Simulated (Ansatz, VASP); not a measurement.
# One calculation of ZnSe, two programs

```
CELL_PARAMETERS angstrom
4.05219 0.00000 0.00000
0.00000 4.05219 0.00000
0.00000 0.00000 5.98831
ATOMIC_POSITIONS crystal
Se 0.50000 0.00000 0.75372
Se 0.00000 0.50000 0.24628
Zn 0.50000 0.50000 0.00000
Zn 0.00000 0.00000 0.00000
```

Alike in both runs: task single point; functional PBE; k mesh 7 × 7 × 5; occupations fermi-dirac, width 0.05 eV; no spin polarisation.

|  | VASP | Ansatz |
| --- | --- | --- |
| version | VASP 6.6.1 | Ansatz 0.2.0 |
| potentials or method | VASP PAW PBE potentials, release 64 (Se, Zn) | Ansatz PAW |
| plane-wave cutoff (eV) | 520 | 420 |
| valence electrons in the cell | 36 | 56 |

```csv
,VASP,Ansatz,Ansatz less VASP
gap on the k mesh at the Fermi level (eV),2.01,2.01,+0.008
least direct gap on the mesh (eV),2.01,2.01,+0.008
pressure (GPa),2.3,2.1,-0.23
"traceless stress, the component that is largest in VASP (GPa)",-0.13,-0.13,-0.004
rms of the force components (eV/Å),0.150,0.132,-0.0185
```

Atom by atom the forces differ by 0.019 eV/Å (rms over components). VASP's potentials hold 36 valence electrons a cell and Ansatz's 56, so a difference there can come from the potentials and not from the codes.

Noted on Ansatz's run: odd divisions of the mesh miss points on the zone boundary, where band edges often lie, so the gap on the mesh can be too wide.
